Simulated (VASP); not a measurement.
Set up this calculation in VASP 6.6.1, as the native input.

```
Task                   : single point
Functional             : PBE
Potentials or basis    : VASP PAW PBE potentials, release 64 (Zn, S)
Cutoff                 : 520 eV
k mesh                 : 6 × 6 × 4
Occupations            : gaussian, width 0.01 eV
Spin                   : no spin polarisation
Dipole correction      : no
Further INCAR settings : ALGO = Normal; EDIFF = 1e-06; NBANDS = 26
```

The structure of ZnS lies in POSCAR:

```
ZnS
1.0
    3.8450140183      0.0000000000      0.0000000000
   -1.9225070092      3.3298798178      0.0000000000
    0.0000000000      0.0000000000      6.3053869875
Zn S
2 2
Direct
    0.3333333333      0.6666666667      0.0002443153
    0.6666666667      0.3333333333      0.5002443153
    0.3333333333      0.6666666667      0.3747556847
    0.6666666667      0.3333333333      0.8747556847
```

The input as run:

INCAR

```
PREC = Accurate
ENCUT = 520
EDIFF = 1E-6
ISMEAR = 0
SIGMA = 0.01
LREAL = False
LASPH = True
NELM = 100
ALGO = Normal
ISIF = 2
LWAVE = False
LCHARG = True
GGA = PE
LELF = True
LVHAR = True
NBANDS = 26
```

KPOINTS

```
Automatic mesh
0
Gamma
  6 6 4
```

Potentials or basis: VASP PAW PBE potentials, release 64 (Zn, S).

Launch:

```console
$ cat potpaw_PBE.64/Zn/POTCAR potpaw_PBE.64/S/POTCAR > POTCAR
$ mpirun -np 1 vasp_std > vasp.out
```

Results of the run:

```yaml
Pressure: 0.2 GPa
Band_gap_on_the_k_mesh: 2.08 eV
```

It took 84 s on 1 thread of Intel Xeon 8259CL (shared host), peak memory 0.21 GiB.
